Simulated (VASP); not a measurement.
Crystal: CuF.

```
Cu F
1.0
     0.00000    2.19187    2.33937
     2.06077    0.00000    2.33937
     2.06077    2.19187    0.00000
Cu F
1 1
Direct
  0.00000 0.00000 0.00000
  0.50000 0.50000 0.50000
```

```yaml
Program: VASP 6.6.1
Task: relaxation of cell and atoms
Functional: PBE
Potentials_or_basis: VASP PAW PBE potentials, release 64 (Cu, F)
Cutoff: 600 eV
k_mesh: 6 × 6 × 6
Occupations: gaussian, width 0.1 eV
Spin: no spin polarisation
```

At the start: pressure 16.6 GPa; volume 10.57 Å³/atom.

Question: Where does the relaxation end?

Answer: Over 25 steps the energy falls by 117.7 meV/atom and the volume is 13.72 Å³/atom (+29.8 %); space group Fmmm (No. 69, to 0.05 Å).

The path:
```tsv
step	energy change (eV)	largest force (eV/Å)	pressure (GPa)	volume (Å³)
1	0.0000	0.0000	16.65	21.13
2	-0.1445	0.0000	-1.09	24.67
3	-0.1459	0.0000	0.21	24.29
4	-0.1459	0.0000	-0.02	24.35
5	-0.1481	0.0000	-0.04	24.41
6	-0.1540	0.0000	0.03	24.58
7	-0.1611	0.0000	0.65	24.88
8	-0.1614	0.0000	1.09	24.99
9	-0.1634	0.0000	0.27	25.38
10	-0.1641	0.0000	-0.73	25.88
11	-0.1664	0.0000	-0.85	26.06
12	-0.1784	0.0000	-1.12	26.59
13	-0.1999	0.0000	-0.70	27.60
14	-0.2001	0.0000	-0.23	27.97
15	-0.2009	0.0000	-0.51	27.77
16	-0.2037	0.0000	-0.32	27.93
17	-0.2048	0.0000	-0.07	28.10
18	-0.2089	0.0000	-0.21	28.12
19	-0.2191	0.0000	-0.61	28.19
20	-0.2298	0.0000	-1.31	28.29
21	-0.2307	0.0000	-1.52	28.32
22	-0.2333	0.0000	-0.32	27.90
23	-0.2334	0.0000	0.03	27.79
24	-0.2345	0.0000	-0.03	27.66
25	-0.2353	0.0000	-0.09	27.43
```

Final structure:
```xyz
2
Lattice="0.0000 2.6395 2.7045 1.9213 0.0000 2.7045 1.9213 2.6395 0.0000" Properties=species:S:1:pos:R:3 pbc="T T T"
Cu    1.9213    2.6395    0.0000
F     1.9213    2.6395    2.7045
```

Caveat: the k points lie up to 0.39 Å⁻¹ apart in the final cell; the volume moved by over 15 % at a fixed basis, so the end points are rough.
